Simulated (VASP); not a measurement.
Here is a VASP 6.6.1 calculation.

Contents of INCAR:

```
  PREC = Accurate
  ENCUT = 520
  EDIFF = 1E-6
  ISMEAR = -1
  SIGMA = 0.1
  LREAL = F
  LASPH = T
  NELM = 100
  ALGO = Normal
  ISIF = 2
  LWAVE = F
  LCHARG = F
  NBANDS = 18
```

Contents of KPOINTS:

```
regular mesh
0
Gamma
  5 5 6
```

The input POSCAR:

```
Li3Pt
1.0
   -1.9642800000      1.9642800000      3.6403000000
    1.9642800000     -1.9642800000      3.6403000000
    1.9642800000      1.9642800000     -3.6403000000
Li Pt
3 1
Direct
    0.7464800000      0.2309100000      0.4840600000
    0.2619700000      0.7844527391      0.5502327391
    0.5201100000      0.5072200000      0.0147200000
    0.0048900000      0.9847300000      0.9852100000
```

Potentials or basis: VASP PAW LDA potentials, release 64 (Li_sv, Pt).

The run is started by

```bash
$ cat potpaw_LDA.64/Li_sv/POTCAR potpaw_LDA.64/Pt/POTCAR > POTCAR
$ mpirun -np 1 vasp_std > vasp.out
```

Predict the largest force.

0.641 eV/Å.

Forces in eV/Å, atoms in the order of the input:
```
Li   0.321  0.124  0.140
Li  -0.606 -0.116  0.176
Li  -0.035 -0.063 -0.151
Pt   0.319  0.054 -0.165
```

Caveat: the k points lie up to 0.38 Å⁻¹ apart.
